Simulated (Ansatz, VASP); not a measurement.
## AlN: VASP beside Ansatz

```
CELL_PARAMETERS angstrom
-3.10057 3.60801 2.52678
3.10057 -3.60801 2.52678
3.10057 3.60801 -2.52678
ATOMIC_POSITIONS crystal
Al 0.34491 0.39600 0.74091
Al 0.15509 0.89600 0.05110
Al 0.84491 0.10400 0.94890
Al 0.65509 0.60400 0.25909
Al 0.75000 0.25000 0.50000
Al 0.25000 0.75000 0.50000
N 0.34491 0.10400 0.44890
N 0.15509 0.60400 0.75909
N 0.25000 0.25000 0.00000
N 0.75000 0.75000 0.00000
N 0.84491 0.39600 0.24091
N 0.65509 0.89600 0.55110
```

Alike in both runs: task single point; functional PBE; k mesh 4 × 4 × 4; occupations gaussian, width 0.1 eV; no spin polarisation.

|  | VASP | Ansatz |
| --- | --- | --- |
| version | VASP 6.6.1 | Ansatz 0.2.0 |
| potentials or method | VASP PAW PBE potentials, release 64 (Al, N), cutoff 520 eV | scalar-relativistic, plane waves, PAW |
| valence electrons in the cell | 48 | 48 |

```csv
,VASP,Ansatz,Ansatz less VASP
gap on the k mesh at the Fermi level (eV),2.25,2.27,+0.012
least direct gap on the mesh (eV),2.25,2.27,+0.012
rms of the force components (eV/Å),0.594,0.590,-0.0034
```

Atom by atom the forces differ by 0.005 eV/Å (rms over components).
